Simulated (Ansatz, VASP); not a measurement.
# SnO in VASP and in Ansatz

```
Sn O
1.0
     3.89705    0.00000    0.00000
     0.00000    3.89705    0.00000
     0.00000    0.00000    4.59420
Sn O
2 2
Cartesian
  0.0000 1.9485 1.0957
  1.9485 0.0000 3.4985
  0.0000 0.0000 0.0000
  1.9485 1.9485 0.0000
```

Change from the starting cell: strain +0.025 along x and y, -0.050 along z, atoms carried along.

Alike in both runs: task single point; functional PBEsol; dispersion D3(BJ); k mesh 12 × 12 × 10; occupations gaussian, width 0.15 eV; no spin polarisation.

```csv
,VASP,Ansatz
version,VASP 6.6.1,Ansatz 0.2.0
potentials or method,"VASP PAW PBE potentials, release 64 (Sn_d, O), cutoff 520 eV","scalar-relativistic, plane waves, PAW"
valence electrons in the cell,40,40
```

Ansatz gave:

```
gap on the k mesh at the Fermi level (eV)                     : 0.33
least direct gap on the mesh (eV)                             : 1.78
pressure (GPa)                                                : -3.2
traceless stress, the component that is largest in VASP (GPa) : 3.08
rms of the force components (eV/Å)                            : 0.141
```

Problem. Which values does VASP return?

Solution. gap on the k mesh at the Fermi level (eV): 0.33; least direct gap on the mesh (eV): 1.76; pressure (GPa): -2.9; traceless stress, the component that is largest in VASP (GPa): 3.06; rms of the force components (eV/Å): 0.175.

VASP's potentials were made for PBE, not for PBEsol. Atom by atom the forces differ by 0.033 eV/Å (rms over components).
